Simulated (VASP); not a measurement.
# Cs (Im-3m) in VASP: further runs

The runs below take Cs through single point, relaxation of cell and atoms, with PBEsol.

Everything below comes from runs of VASP 6.6.1. Logs are shortened: lines on timing, memory, paths and dates and some standing lists are left out, and cuts for length are marked.

## 1. The cell of the first run

It takes space group Im-3m (No. 229, cubic). The conventional cell has a = 5.811 Å, b = 5.811 Å, c = 5.811 Å, α = 90.00°, β = 90.00°, γ = 90.00°.

## 2. Single point, PBEsol (Rb replaced by Cs, lengths x 1.065, strained)

INCAR reads:

```
SYSTEM = Cs
  PREC = Accurate
  ENCUT = 520
  EDIFF = 1E-6
  ISMEAR = 0
  SIGMA = 0.1
  LREAL = .False.
  LASPH = .True.
  NELM = 100
  ALGO = Normal
  ISIF = 2
  LWAVE = .False.
  LCHARG = .False.
  GGA = PS
  NBANDS = 10
```

KPOINTS reads:

```
Automatic mesh
0
Gamma
  4 4 4
  0 0 0
```

POSCAR reads:

```
Cs
1.0
   -2.9053568887      2.9053568887      2.9053568887
    2.9053568887     -2.9053568887      2.9053568887
    2.9053568887      2.9053568887     -2.9053568887
Cs
1
Direct
    0.0000000000      0.0000000000      0.0000000000
```

Potentials or basis: VASP PAW PBE potentials, release 64 (Cs_sv).

Launch:

```bash
> cat potpaw_PBE.64/Cs_sv/POTCAR > POTCAR
> mpirun -np 1 vasp_std > vasp.out
```

OUTCAR:

```text
SYSTEM = Cs
   PREC = Accurate
   ENCUT = 520
   EDIFF = 1E-6
   ISMEAR = 0
   LREAL = .False.
   LASPH = .True.
   NELM = 100
   ISIF = 2
   GGA = PS

 ion  position               nearest neighbor table
   1  0.000  0.000  0.000-

  LATTYP: Found a body centered cubic cell.
 ALAT       =     5.8107137774

  Lattice vectors:

 A1 = (  -2.9053568887,   2.9053568887,   2.9053568887)
 A2 = (   2.9053568887,  -2.9053568887,   2.9053568887)
 A3 = (   2.9053568887,   2.9053568887,  -2.9053568887)

Analysis of symmetry for initial positions (statically):
=====================================================================
 Subroutine PRICEL returns:
 Original cell was already a primitive cell.

 Routine SETGRP: Setting up the symmetry group for a
 body centered cubic supercell.

 Subroutine GETGRP returns: Found 48 space group operations
 (whereof 48 operations were pure point group operations)
 out of a pool of 48 trial point group operations.

The static configuration has the point symmetry O_h .

Analysis of symmetry for dynamics (positions and initial velocities):
=====================================================================
 Subroutine PRICEL returns:
 Original cell was already a primitive cell.

 Routine SETGRP: Setting up the symmetry group for a
 body centered cubic supercell.

 Subroutine GETGRP returns: Found 48 space group operations
 (whereof 48 operations were pure point group operations)
 out of a pool of 48 trial point group operations.

The dynamic configuration has the point symmetry O_h .

 Subroutine INISYM returns: Found 48 space group operations
 (whereof 48 operations are pure point group operations),
 and found     1 'primitive' translations

----------------------------------------------------------------------------------------

                                     Primitive cell

  volume of cell :      98.0976

  direct lattice vectors                    reciprocal lattice vectors
    -2.905356889  2.905356889  2.905356889     0.000000000  0.172095897  0.172095897
     2.905356889 -2.905356889  2.905356889     0.172095897  0.000000000  0.172095897
     2.905356889  2.905356889 -2.905356889     0.172095897  0.172095897  0.000000000

  length of vectors
     5.032225745  5.032225745  5.032225745     0.243380352  0.243380352  0.243380352

  position of ions in fractional coordinates (direct lattice)
     0.000000000  0.000000000  0.000000000

[... 61 lines left out ...]
   NSW    =      0    number of steps for IOM
   IBRION =     -1    ionic relax: 0-MD 1-quasi-New 2-CG
   NFREE  =      0    steps in history (QN), initial steepest desc. (CG)
   ISIF   =      2    stress and relaxation
   ISYM   =      2    0-nonsym 1-usesym 2-fastsym
   POTIM  = 0.5000    time-step for ionic-motion
   TEBEG  =    0.0;   TEEND  =   0.0 temperature during run
   PSTRESS=    0.0 pullay stress
   NELECT =       9.0000    total number of electrons
   NUPDOWN=      -1.0000    fix difference up-down
   EMIN   =  10.00;   EMAX   =-10.00  energy-range for DOS
   EFERMI =   0.00;   METHOD = LEGACY
   ISMEAR =     0;   SIGMA  =   0.10  broadening in eV -4-tet -1-fermi 0-gaus
   EFERMI_NEDOS =   21; number of points for ismear=-14 and -15
   IALGO  =     38    algorithm
   IMIX   =      4    mixing-type and parameters
     AMIX     =   0.40;   BMIX     =  1.00
     AMIX_MAG =   1.60;   BMIX_MAG =  1.00
  volume/ion in A,a.u.               =      98.10       662.00
  Fermi-wavevector in a.u.,A,eV,Ry     =   0.738362  1.395302  7.417609  0.545179
  Thomas-Fermi vector in A             =   1.832267
   LORBIT       =      0    0 simple, 1 ext, 2 COOP (PROOUT), +10 PAW based schemes
   GGA     = PS    functional components
   LHFCALC =     F    Hartree Fock is set to
   AEXX    =    0.0000 exact exchange contribution
   IVDW    =     0    specifies the selected vdW correction
   LEPSILON=     F    determine dielectric tensor
   LRPA    =     F    only Hartree local field effects (RPA)
 non-spin polarized calculation
 Gauss-broadening in eV      SIGMA  =   0.10
  energy-cutoff  :      520.00
  volume of cell :       98.10
 maximum number of plane-waves:      2659
 NGX is ok and might be reduce to    40
   NGX = 19   NGY = 19   NGZ = 19

 number of electron       8.9999999 magnetization

 Free energy of the ion-electron system (eV)
  ---------------------------------------------------
  ext. energy  EPLUGINS =         0.00000000
  ---------------------------------------------------
  free energy    TOTEN  =        -0.89289069 eV

  energy without entropy =       -0.87023844  energy(sigma->0) =       -0.88156457

 E-fermi :   0.8156     XC(G=0):  -5.9052

 val. band max:        0.7480266361   @ k =   0.5000   0.0000   0.0000
 cond. band min:       0.8458731993   @ k =   0.2500   0.2500   0.0000
 fundamental gap:      0.0978465632
 Fermi energy:         0.8155660452

 k-point     1 :       0.0000    0.0000    0.0000
  band No.  band energies     occupation
      1     -22.9657      2.00000
      2      -9.6520      2.00000
      3      -9.6520      2.00000
      4      -9.6520      2.00000
      5      -1.0546      2.00000
      6       3.3826      0.00000
      7       3.3826      0.00000
      8       3.3826      0.00000
      9       4.3837      0.00000
     10       4.3837      0.00000
[... 79 lines left out ...]
 k-point     8 :       0.5000    0.5000    0.5000
  band No.  band energies     occupation
      1     -22.9405      2.00000
      2      -9.8163      2.00000
      3      -9.8163      2.00000
      4      -9.8163      2.00000
      5       1.2983      0.00000
      6       1.2983      0.00000
      7       4.2363      0.00000
      8       4.2363      0.00000
      9       4.2363      0.00000
     10       5.6771      0.00000

------------------------ aborting loop because EDIFF is reached ----------------------------------------

  FORCE on cell =-STRESS in cart. coord.  units (eV):
  Direction    XX          YY          ZZ          XY          YZ          ZX
  --------------------------------------------------------------------------------------
  -------------------------------------------------------------------------------------
  Total        0.1089960      0.1089960      0.1089960      0.0000000      0.0000000     -0.0000000
  in kB        1.7801753      1.7801753      1.7801753      0.0000000      0.0000000     -0.0000000
  external PRESSURE =       1.7801753 kB  Pullay stress =       0.0000000 kB

 VOLUME and BASIS-vectors are now :
 -----------------------------------------------------------------------------
  energy-cutoff  :      520.00
  volume of cell :       98.10
      direct lattice vectors                 reciprocal lattice vectors
    -2.905356889  2.905356889  2.905356889     0.000000000  0.172095897  0.172095897
     2.905356889 -2.905356889  2.905356889     0.172095897  0.000000000  0.172095897
     2.905356889  2.905356889 -2.905356889     0.172095897  0.172095897  0.000000000

 POSITION                                       TOTAL-FORCE (eV/Angst)
 -----------------------------------------------------------------------------------
      0.00000      0.00000      0.00000         0.000000      0.000000      0.000000
 -----------------------------------------------------------------------------------
    total drift:                                0.000000     -0.000000     -0.000000

  FREE ENERGIE OF THE ION-ELECTRON SYSTEM (eV)
  ---------------------------------------------------
  free  energy   TOTEN  =        -0.8928906923 eV

  energy  without entropy=       -0.8702384443  energy(sigma->0) =       -0.88156457
```

OSZICAR:

```text
N       E                     dE             d eps       ncg     rms          rms(c)
DAV:   1     0.477520010945E+02    0.47752E+02   -0.29929E+03   160   0.631E+02
DAV:   2     0.386227893655E+01   -0.43890E+02   -0.43065E+02   186   0.109E+02
DAV:   3    -0.836712182665E+00   -0.46990E+01   -0.46949E+01   200   0.420E+01
DAV:   4    -0.893734428280E+00   -0.57022E-01   -0.57015E-01   194   0.541E+00
DAV:   5    -0.894087497658E+00   -0.35307E-03   -0.35306E-03   210   0.415E-01    0.136E-01
DAV:   6    -0.893062912536E+00    0.10246E-02   -0.15985E-03   194   0.189E-01    0.862E-02
DAV:   7    -0.892823356872E+00    0.23956E-03   -0.28232E-03   182   0.262E-01    0.374E-02
DAV:   8    -0.892889932986E+00   -0.66576E-04   -0.88673E-05   178   0.702E-02    0.482E-03
DAV:   9    -0.892890692274E+00   -0.75929E-06   -0.10565E-06   246   0.634E-03
   1 F= -.89289069E+00 E0= -.88156457E+00  d E =-.226522E-01
```

stdout:

```text
POSCAR found type information on POSCAR Cs
 POSCAR found :  1 types and       1 ions
 scaLAPACK will be used
 -----------------------------------------------------------------------------
|                                                                             |
|                                                                             |
|     You enforced a specific xc type in the INCAR file but a different       |
|     I HOPE YOU KNOW WHAT YOU ARE DOING!                                     |
|                                                                             |
 -----------------------------------------------------------------------------

 LDA part: xc-table for (Slater+PW92), standard interpolation
 POSCAR, INCAR and KPOINTS ok, starting setup
 FFT: planning ... GRIDC
 FFT: planning ... GRID_SOFT
 FFT: planning ... GRID
 WAVECAR not read
 entering main loop
```

It took 18 s on 1 thread of Intel Xeon 8259CL, shared host; peak memory 0.23 GiB.

What came out:

* Free energy: -0.8929 eV
* Pressure: 0.2 GPa
* Band gap on the k mesh: zero (an odd number of electrons rules out a gap without spin polarisation)

Levels at points of the mesh, in eV from the Fermi level:
```
           k point  band 2  band 3  band 4  band 5  band 6  band 7
(0.00, 0.00, 0.00)  -10.47  -10.47  -10.47   -1.87    2.57    2.57
(0.50, 0.00, 0.00)  -10.70  -10.54  -10.47   -0.07    1.05    1.60
(0.50, 0.50, 0.50)  -10.63  -10.63  -10.63    0.48    0.48    3.42
```

Caveat: the k points lie up to 0.38 Å⁻¹ apart, too coarse for converged energies and pressures of a metal; the cell differs from its parent crystal (Rb replaced by Cs, lengths x 1.065, strained); the PAW data sets were made with another functional, which shifts forces and pressure a little; spin-orbit coupling is left out, which moves the levels of the heavy elements.

## 3. Relaxation of cell and atoms, PBEsol

This run uses another cell than the first one, of 108.24 Å³/atom.

INCAR reads:

```
ALGO = Fast
EDIFF = 1E-7
EDIFFG = -0.01
ENCUT = 600
GGA = PS
IBRION = 2
ISIF = 3
ISMEAR = 0
LASPH = T
LCHARG = F
LREAL = F
LWAVE = F
NELM = 60
NSW = 80
PREC = Accurate
SIGMA = 0.1
```

KPOINTS reads:

```
k-points
0
Gamma
  10 10 10
```

POSCAR reads:

```
Cs
1.0
   -3.0021902809      3.0021902809      3.0021902809
    3.0021902809     -3.0021902809      3.0021902809
    3.0021902809      3.0021902809     -3.0021902809
Cs
1
Direct
    0.0000000000      0.0000000000      0.0000000000
```

Potentials or basis: VASP PAW PBE potentials, release 64 (Cs_sv).

Launch:

```bash
> cat potpaw_PBE.64/Cs_sv/POTCAR > POTCAR
> mpirun -np 1 vasp_std > vasp.out
```

It took 65 s on 1 thread of Intel Xeon 8259CL, shared host; peak memory 0.27 GiB.

Results (log left out):

- Free energy: -0.9429 eV
- Pressure after relaxing: 0.0 GPa
- Band gap on the k mesh: zero (an odd number of electrons rules out a gap without spin polarisation)

Final structure:
```xyz
1
Lattice="-3.0022 3.0022 3.0022 3.0022 -3.0022 3.0022 3.0022 3.0022 -3.0022" Properties=species:S:1:pos:R:3 pbc="T T T"
Cs    0.0000    0.0000    0.0000
```

Levels at points of the mesh, in eV from the Fermi level:
| k point | band 1 | band 2 | band 3 | band 4 | band 5 | band 6 | band 7 | band 8 |
| --- | --- | --- | --- | --- | --- | --- | --- | --- |
| (0.00, 0.00, 0.00) | -23.82 | -10.52 | -10.52 | -10.52 | -1.75 | 2.53 | 2.53 | 2.53 |
| (0.50, 0.00, 0.00) | -23.81 | -10.69 | -10.58 | -10.53 | 0.00 | 0.94 | 1.64 | 3.30 |
| (0.50, 0.50, 0.50) | -23.80 | -10.64 | -10.64 | -10.64 | 0.60 | 0.60 | 3.16 | 3.16 |

Caveat: the relaxation stopped at its first step, so nothing moved; the PAW data sets were made with another functional, which shifts forces and pressure a little; spin-orbit coupling is left out, which moves the levels of the heavy elements.
